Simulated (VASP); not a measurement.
A run of VASP 6.6.1 is set up as follows.

Contents of INCAR:

```
ALGO = Normal
EDIFF = 1E-6
ENCUT = 520
GGA = CA
ISIF = 2
ISMEAR = 0
LASPH = True
LCHARG = False
LREAL = False
LWAVE = False
NBANDS = 16
NELM = 60
PREC = Accurate
SIGMA = 0.05
```

The input KPOINTS:

```
k-points
0
Gamma
  10 10 6
```

Contents of POSCAR:

```
Si
1.0
    0.0000000000     -2.7007989451     -2.7007989451
    0.0000000000      2.7007989451     -2.7007989451
    5.4015978902      0.0000000000      0.0000000000
Si
4
Direct
    0.5000000000      0.5000000000      0.0000000000
    0.0000000000      0.0000000000      0.5000000000
    0.0000000000      0.5000000000      0.2500000000
    0.5000000000      0.0000000000      0.7500000000
```

Potentials or basis: VASP PAW LDA potentials, release 64 (Si).

Launch:

```bash
$ cat potpaw_LDA.64/Si/POTCAR > POTCAR
$ mpirun -np 1 vasp_std > vasp.out
```

What does it give for the pressure?

0.1 GPa.

Estimate the band gap on the k mesh.

0.44 eV.

A k mesh can miss the band edges. Expect the measured gap to be larger: semilocal functionals such as LDA lack the derivative discontinuity.
